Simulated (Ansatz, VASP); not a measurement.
Given: the input of a run of VASP 6.6.1 on GaN.

INCAR

```
PREC = Accurate ; ENCUT = 600
EDIFF = 1E-6 ; ISMEAR = -1
SIGMA = 0.05 ; LREAL = F
LASPH = T ; NELM = 120
ALGO = Normal ; ISIF = 2
LWAVE = F ; LCHARG = F
GGA = PE ; NBANDS = 46
GGA_COMPAT = F
```

KPOINTS

```
regular mesh
0
Gamma
  10 10 3
```

The input POSCAR:

```
GaN
1.0
    3.1681333064      0.0000000000      0.0000000000
   -1.5840666532      2.7436839260      0.0000000000
    0.0000000000      0.0000000000     10.2168655440
Ga N
4 4
Direct
    0.0000000000      0.0000000000      0.7858680000
    0.6666666667      0.3333333333      0.0373490000
    0.3333333333      0.6666666667      0.5373490000
    0.0000000000      0.0000000000      0.2858680000
    0.0000000000      0.0000000000      0.0930380000
    0.6666666667      0.3333333333      0.3437450000
    0.0000000000      0.0000000000      0.5930380000
    0.3333333333      0.6666666667      0.8437450000
```

Potentials or basis: VASP PAW PBE potentials, release 64 (Ga_d, N).

Launch:

```bash
$ cat potpaw_PBE.64/Ga_d/POTCAR potpaw_PBE.64/N/POTCAR > POTCAR
$ mpirun -np 1 vasp_std > vasp.out
```

Set up the same calculation for Ansatz 0.2.0. Potentials there: Ansatz PAW.

As run (the cutoff follows the program's own potentials):

The input input.yaml:

```yaml
crystal:
  lattice:
    - [3.1681333064, 0.0, 0.0]
    - [-1.5840666532, 2.743683926, 0.0]
    - [0.0, 0.0, 10.216865544]
  atoms:
    - { symbol: Ga, position: [0.0, 0.0, 0.785868] }
    - { symbol: Ga, position: [0.6666666667, 0.3333333333, 0.037349] }
    - { symbol: Ga, position: [0.3333333333, 0.6666666667, 0.537349] }
    - { symbol: Ga, position: [0.0, 0.0, 0.285868] }
    - { symbol: "N", position: [0.0, 0.0, 0.093038] }
    - { symbol: "N", position: [0.6666666667, 0.3333333333, 0.343745] }
    - { symbol: "N", position: [0.0, 0.0, 0.593038] }
    - { symbol: "N", position: [0.3333333333, 0.6666666667, 0.843745] }
hamiltonian:
  xc: pbe
  pseudopotentials: { kind: paw }
kpoints:
  mp_grid: { grid: [10, 10, 3] }
scf:
  occupations: { method: fermi_dirac, width: 0.05 }
output:
  forces: true
  stress: true
  eigenvalues: true
```

Potentials or basis: Ansatz PAW.

Command:

```sh
$ ansatz run input.yaml --threads 4 --pin off --max-ram 11264MiB --backend cpu --events-out ev --progress --plain --runs-dir out
```

Both were run:

|  | VASP | Ansatz | Ansatz less VASP |
| --- | --- | --- | --- |
| gap on the k mesh at the Fermi level (eV) | 1.12 | 1.11 | -0.005 |
| least direct gap on the mesh (eV) | 1.12 | 1.11 | -0.005 |
| pressure (GPa) | 7.3 | 7.4 | +0.13 |
| traceless stress, the component that is largest in VASP (GPa) | 3.32 | 3.35 | +0.022 |
| rms of the force components (eV/Å) | 0.216 | 0.216 | -0.0003 |

Atom by atom the forces differ by 0.002 eV/Å (rms over components).

Noted on Ansatz's run: odd divisions of the mesh miss points on the zone boundary, where band edges often lie, so the gap on the mesh can be too wide.
